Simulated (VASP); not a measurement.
# AlN (P6_3/mmc) in VASP: further runs

AlN is run at these levels: PBEsol; tasks: single point.

Everything below comes from runs of VASP 6.6.1. Logs are shortened: lines on timing, memory, paths and dates and some standing lists are left out, and cuts for length are marked.

### 1 The cell of the first run

Symmetry: P6_3/mmc, No. 194, hexagonal system. The conventional cell has a = 3.401 Å, b = 3.401 Å, c = 4.224 Å, α = 90.00°, β = 90.00°, γ = 120.00°. Within 2.6 Å of Al (site symmetry -6m2) lie 5 N at 1.96 to 2.11 Å. Within 2.6 Å of N (site symmetry -6m2) lie 5 Al at 1.96 to 2.11 Å.

### 2 Single point, PBEsol

Input file INCAR:

```
SYSTEM = AlN
  ALGO = Normal
  EDIFF = 1E-7
  ENCUT = 520
  GGA = PS
  ISIF = 2
  ISMEAR = 0
  LASPH = .True.
  LCHARG = .False.
  LREAL = .False.
  LWAVE = .False.
  NBANDS = 16
  NELM = 100
  PREC = Accurate
  SIGMA = 0.05
```

Input file KPOINTS:

```
k-points
0
Gamma
  9 9 6
  0 0 0
```

Input file POSCAR:

```
AlN
1.0
    3.4006000000      0.0000000000      0.0000000000
   -1.7003000000      2.9450059881      0.0000000000
    0.0000000000      0.0000000000      4.2240000000
Al N
2 2
Direct
    0.3333333333      0.6666666667      0.7500000000
    0.6666666667      0.3333333333      0.2500000000
    0.3333333333      0.6666666667      0.2500000000
    0.6666666667      0.3333333333      0.7500000000
```

Potentials or basis: VASP PAW PBE potentials, release 64 (Al, N).

The run is started by

```
$ cat potpaw_PBE.64/Al/POTCAR potpaw_PBE.64/N/POTCAR > POTCAR
$ mpirun -np 1 vasp_std > vasp.out
```

OUTCAR:

```text
SYSTEM = AlN
   EDIFF = 1E-7
   ENCUT = 520
   GGA = PS
   ISIF = 2
   ISMEAR = 0
   LASPH = .True.
   LREAL = .False.
   NELM = 100
   PREC = Accurate

 ion  position               nearest neighbor table
   1  0.333  0.667  0.750-   4 1.96   4 1.96   4 1.96   3 2.11   3 2.11   2 2.88   2 2.88   2 2.88
                             2 2.88   2 2.88   2 2.88
   2  0.667  0.333  0.250-   3 1.96   3 1.96   3 1.96   4 2.11   4 2.11   1 2.88   1 2.88   1 2.88
                             1 2.88   1 2.88   1 2.88
   3  0.333  0.667  0.250-   2 1.96   2 1.96   2 1.96   1 2.11   1 2.11
   4  0.667  0.333  0.750-   1 1.96   1 1.96   1 1.96   2 2.11   2 2.11

  LATTYP: Found a hexagonal cell.
 ALAT       =     3.4006000000
 C/A-ratio  =     1.2421337411

  Lattice vectors:

 A1 = (   3.4006000000,   0.0000000000,   0.0000000000)
 A2 = (  -1.7003000000,   2.9450059881,   0.0000000000)
 A3 = (   0.0000000000,   0.0000000000,   4.2240000000)

Analysis of symmetry for initial positions (statically):
=====================================================================
 Subroutine PRICEL returns:
 Original cell was already a primitive cell.

 Routine SETGRP: Setting up the symmetry group for a
 hexagonal supercell.

 Subroutine GETGRP returns: Found 24 space group operations
 (whereof 12 operations were pure point group operations)
 out of a pool of 24 trial point group operations.

The static configuration has the point symmetry D_3d.
 The point group associated with its full space group is D_6h.

Analysis of symmetry for dynamics (positions and initial velocities):
=====================================================================
 Subroutine PRICEL returns:
 Original cell was already a primitive cell.

 Routine SETGRP: Setting up the symmetry group for a
 hexagonal supercell.

 Subroutine GETGRP returns: Found 24 space group operations
 (whereof 12 operations were pure point group operations)
 out of a pool of 24 trial point group operations.

The dynamic configuration has the point symmetry D_3d.
 The point group associated with its full space group is D_6h.

 Subroutine INISYM returns: Found 24 space group operations
 (whereof 12 operations are pure point group operations),
 and found     1 'primitive' translations

----------------------------------------------------------------------------------------

                                     Primitive cell

  volume of cell :      42.3025

  direct lattice vectors                    reciprocal lattice vectors
     3.400600000  0.000000000  0.000000000     0.294065753  0.169778942  0.000000000
    -1.700300000  2.945005988  0.000000000     0.000000000  0.339557883  0.000000000
     0.000000000  0.000000000  4.224000000     0.000000000  0.000000000  0.236742424

  length of vectors
     3.400600000  3.400600000  4.224000000     0.339557883  0.339557883  0.236742424

  position of ions in fractional coordinates (direct lattice)
     0.333333333  0.666666667  0.750000000
     0.666666667  0.333333333  0.250000000
     0.333333333  0.666666667  0.250000000
     0.666666667  0.333333333  0.750000000

  ion indices of the primitive-cell ions
   primitive index   ion index
                 1           1
                 2           2
                 3           3
                 4           4

----------------------------------------------------------------------------------------

 KPOINTS: k-points

Automatic generation of k-mesh.
 Grid dimensions read from file:
 generate k-points for:    9    9    6

 Generating k-lattice:

  Cartesian coordinates                     Fractional coordinates (reciprocal lattice)
     0.032673973  0.018864327  0.000000000     0.111111111  0.000000000  0.000000000
     0.000000000  0.037728654  0.000000000     0.000000000  0.111111111  0.000000000
     0.000000000  0.000000000  0.039457071     0.000000000  0.000000000  0.166666667

  Length of vectors
     0.037728654  0.037728654  0.039457071

  Shift w.r.t. Gamma in fractional coordinates (k-lattice)
     0.000000000  0.000000000  0.000000000

 Subroutine IBZKPT returns following result:
 ===========================================

 Found     48 irreducible k-points:

 Following reciprocal coordinates:
            Coordinates               Weight
  0.000000  0.000000  0.000000      1.000000
  0.111111  0.000000  0.000000      6.000000
  0.222222 -0.000000  0.000000      6.000000
  0.333333  0.000000  0.000000      6.000000
  0.444444 -0.000000  0.000000      6.000000
  0.111111  0.111111  0.000000      6.000000
[... 16 lines left out ...]
  0.333333  0.222222  0.166667     24.000000
  0.333333  0.333333  0.166667      4.000000
 [... further k-points ...]
   k-points           NKPTS =     48   k-points in BZ     NKDIM =     48   number of bands    NBANDS=     16
   number of dos      NEDOS =    301   number of ions     NIONS =      4
   total plane-waves  NPLWV =  25088
   dimension x,y,z NGX =    28 NGY =   28 NGZ =   32
   dimension x,y,z NGXF=    56 NGYF=   56 NGZF=   64
   ions per type =               2   2
   NGX,Y,Z   is equivalent  to a cutoff of  13.69, 13.69, 12.59 a.u.
   NGXF,Y,Z  is equivalent  to a cutoff of  27.38, 27.38, 25.19 a.u.
 SYSTEM =  AlN
   PREC   = accura    normal or accurate (medium, high low for compatibility)
   ISTART =      0    job   : 0-new  1-cont  2-samecut
   ICHARG =      2    charge: 1-file 2-atom 10-const
   ISPIN  =      1    spin polarized calculation?
   LNONCOLLINEAR =      F non collinear calculations
   LSORBIT =      F    spin-orbit coupling
   LASPH  =      T    aspherical Exc in radial PAW
   ENCUT  =  520.0 eV  38.22 Ry    6.18 a.u.   6.32  6.32  7.85*2*pi/ulx,y,z
   NELM   =    100;   NELMIN=  2; NELMDL= -5     # of ELM steps
   EDIFF  = 0.1E-06   stopping-criterion for ELM
   LREAL  =      F    real-space projection
   EDIFFG = 0.1E-05   stopping-criterion for IOM
   NSW    =      0    number of steps for IOM
   IBRION =     -1    ionic relax: 0-MD 1-quasi-New 2-CG
   NFREE  =      0    steps in history (QN), initial steepest desc. (CG)
   ISIF   =      2    stress and relaxation
   ISYM   =      2    0-nonsym 1-usesym 2-fastsym
   POTIM  = 0.5000    time-step for ionic-motion
   TEBEG  =    0.0;   TEEND  =   0.0 temperature during run
   PSTRESS=    0.0 pullay stress
   NELECT =      16.0000    total number of electrons
   NUPDOWN=      -1.0000    fix difference up-down
   EMIN   =  10.00;   EMAX   =-10.00  energy-range for DOS
   EFERMI =   0.00;   METHOD = LEGACY
   ISMEAR =     0;   SIGMA  =   0.05  broadening in eV -4-tet -1-fermi 0-gaus
   EFERMI_NEDOS =   21; number of points for ismear=-14 and -15
   IALGO  =     38    algorithm
   IMIX   =      4    mixing-type and parameters
     AMIX     =   0.40;   BMIX     =  1.00
     AMIX_MAG =   1.60;   BMIX_MAG =  1.00
  volume/ion in A,a.u.               =      10.58        71.37
  Fermi-wavevector in a.u.,A,eV,Ry     =   1.183931  2.237305 19.071176  1.401692
  Thomas-Fermi vector in A             =   2.320155
   LORBIT       =      0    0 simple, 1 ext, 2 COOP (PROOUT), +10 PAW based schemes
   GGA     = PS    functional components
   LHFCALC =     F    Hartree Fock is set to
   AEXX    =    0.0000 exact exchange contribution
   IVDW    =     0    specifies the selected vdW correction
   LEPSILON=     F    determine dielectric tensor
   LRPA    =     F    only Hartree local field effects (RPA)
 non-spin polarized calculation
 Gauss-broadening in eV      SIGMA  =   0.05
  energy-cutoff  :      520.00
  volume of cell :       42.30
 maximum number of plane-waves:      1154
 NGX is ok and might be reduce to    28
   NGX = 13   NGY = 13   NGZ = 15

 number of electron      15.9999996 magnetization

 Free energy of the ion-electron system (eV)
  ---------------------------------------------------
  ext. energy  EPLUGINS =         0.00000000
  ---------------------------------------------------
  free energy    TOTEN  =       -30.78509209 eV

  energy without entropy =      -30.78509209  energy(sigma->0) =      -30.78509209

 E-fermi :   7.3851     XC(G=0): -11.0808

 val. band max:        7.1067447686   @ k =   0.0000   0.0000   0.0000
 cond. band min:       9.8988055741   @ k =   0.0000   0.0000   0.0000
 fundamental gap:      2.7920608055
 Fermi energy:         7.3850629345

 k-point     1 :       0.0000    0.0000    0.0000
  band No.  band energies     occupation
      1      -9.1215      2.00000
      2      -5.6585      2.00000
      3       0.6594      2.00000
      4       4.0193      2.00000
      5       4.0193      2.00000
      6       5.7133      2.00000
[... 8 lines left out ...]
     15      18.4907      0.00000
     16      18.7073      0.00000

 k-point     2 :       0.1111    0.0000    0.0000
  band No.  band energies     occupation
      1      -8.9912      2.00000
      2      -5.6626      2.00000
      3       0.8017      2.00000
      4       3.5386      2.00000
      5       3.8281      2.00000
      6       5.2040      2.00000
[... 8 lines left out ...]
     15      18.1624      0.00000
     16      18.1659      0.00000

 k-point     3 :       0.2222   -0.0000    0.0000
  band No.  band energies     occupation
      1      -8.6183      2.00000
      2      -5.7147      2.00000
      3       1.2161      2.00000
      4       2.5111      2.00000
      5       3.4359      2.00000
      6       4.3144      2.00000
[... 8 lines left out ...]
     15      17.2609      0.00000
     16      19.1008      0.00000
[... 362 lines left out ...]
 k-point    23 :       0.3333    0.2222    0.1667
  band No.  band energies     occupation
      1      -7.1372      2.00000
      2      -6.3871      2.00000
      3       0.9264      2.00000
      4       1.6224      2.00000
      5       2.3155      2.00000
      6       4.1193      2.00000
[... 8 lines left out ...]
     15      18.3064      0.00000
     16      19.7558      0.00000

 k-point    24 :       0.3333    0.3333    0.1667
  band No.  band energies     occupation
      1      -6.7168      2.00000
      2      -6.7168      2.00000
      3       0.9632      2.00000
      4       1.7981      2.00000
      5       1.7981      2.00000
      6       4.4159      2.00000
[... 8 lines left out ...]
     15      18.0402      0.00000
     16      19.5371      0.00000

 [... further k-points ...]

------------------------ aborting loop because EDIFF is reached ----------------------------------------

  FORCE on cell =-STRESS in cart. coord.  units (eV):
  Direction    XX          YY          ZZ          XY          YZ          ZX
  --------------------------------------------------------------------------------------
  -------------------------------------------------------------------------------------
  Total       -4.2244732     -4.2244732     -3.2932245      0.0000000      0.0000000      0.0000000
  in kB     -159.9990851   -159.9990851   -124.7286672      0.0000000      0.0000000      0.0000000
  external PRESSURE =    -148.2422791 kB  Pullay stress =       0.0000000 kB

 VOLUME and BASIS-vectors are now :
 -----------------------------------------------------------------------------
  energy-cutoff  :      520.00
  volume of cell :       42.30
      direct lattice vectors                 reciprocal lattice vectors
     3.400600000  0.000000000  0.000000000     0.294065753  0.169778942  0.000000000
    -1.700300000  2.945005988  0.000000000     0.000000000  0.339557883  0.000000000
     0.000000000  0.000000000  4.224000000     0.000000000  0.000000000  0.236742424

 POSITION                                       TOTAL-FORCE (eV/Angst)
 -----------------------------------------------------------------------------------
     -0.00000      1.96334      3.16800        -0.000000      0.000000     -0.000000
      1.70030      0.98167      1.05600        -0.000000      0.000000     -0.000000
     -0.00000      1.96334      1.05600         0.000000      0.000000      0.000000
      1.70030      0.98167      3.16800        -0.000000     -0.000000      0.000000
 -----------------------------------------------------------------------------------
    total drift:                               -0.000000     -0.000000     -0.000000

  FREE ENERGIE OF THE ION-ELECTRON SYSTEM (eV)
  ---------------------------------------------------
  free  energy   TOTEN  =       -30.7850920918 eV

  energy  without entropy=      -30.7850920918  energy(sigma->0) =      -30.78509209
```

Run time: 31 s. Hardware: 1 thread of Intel Xeon 6975P-C, shared host; peak memory 0.17 GiB.

Results:

| Quantity | Value |
| --- | --- |
| Free energy | -30.7851 eV |
| Pressure | -14.8 GPa |
| Band gap on the k mesh | 2.79 eV, direct |

Stress tensor (GPa, compression positive):
```
-16.00   0.00   0.00
  0.00 -16.00   0.00
  0.00   0.00 -12.47
```

Caveat: the PAW data sets were made with another functional, which shifts forces and pressure a little. PBEsol gaps usually lie below the measured ones, often by a third to a half.

### 3 Single point, PBEsol

This run uses another cell than the first one, of 10.53 Å³/atom, 0.996 times its volume.

Input file INCAR:

```
ALGO     = Normal         # electronic algorithm
EDIFF    = 1E-6           # SCF threshold, eV
ENCUT    = 520            # plane-wave cutoff, eV
GGA      = PS             # functional
ISIF     = 2              # what is computed and relaxed
ISMEAR   = 0              # smearing method
LASPH    = T              # aspherical terms in the spheres
LCHARG   = F              # write CHGCAR
LREAL    = F              # projectors in reciprocal space
LWAVE    = F              # write WAVECAR
NBANDS   = 16             # bands
NELM     = 100            # most SCF steps
PREC     = Accurate       # precision mode
SIGMA    = 0.05           # smearing width, eV
```

Input file KPOINTS:

```
k-points
0
Gamma
  9 9 6
```

Input file POSCAR:

```
AlN
1.0
    3.3610000000      0.0000000000      0.0000000000
   -1.6805000000      2.9107113821      0.0000000000
    0.0000000000      0.0000000000      4.3069000000
Al N
2 2
Direct
    0.3333333333      0.6666666667      0.7500000000
    0.6666666667      0.3333333333      0.2500000000
    0.3333333333      0.6666666667      0.2500000000
    0.6666666667      0.3333333333      0.7500000000
```

Potentials or basis: VASP PAW PBE potentials, release 64 (Al, N).

The run is started by

```
$ cat potpaw_PBE.64/Al/POTCAR potpaw_PBE.64/N/POTCAR > POTCAR
$ mpirun -np 1 vasp_std > vasp.out
```

It took 30 s on 1 thread of Intel Xeon 6975P-C, shared host; peak memory 0.17 GiB.

It converged, with:

```yaml
Free_energy: -30.8091 eV
Pressure: -13.5 GPa
Band_gap_on_the_k_mesh: 2.72 eV, direct
```

Stress tensor (GPa, compression positive):
```
-13.41   0.00   0.00
  0.00 -13.41   0.00
  0.00   0.00 -13.61
```

Levels at points of the mesh, in eV from the valence-band top:
```
           k point  band 6  band 7  band 8  band 9  band 10  band 11
(0.00, 0.00, 0.00)   -1.59   -1.59    0.00    2.72     3.89     7.86
(0.00, 0.00, 0.50)   -2.40   -2.40   -2.40    5.17     5.17     8.09
```

Caveat: the PAW data sets were made with another functional, which shifts forces and pressure a little. Expect the measured gap to be larger: semilocal functionals such as PBEsol lack the derivative discontinuity.
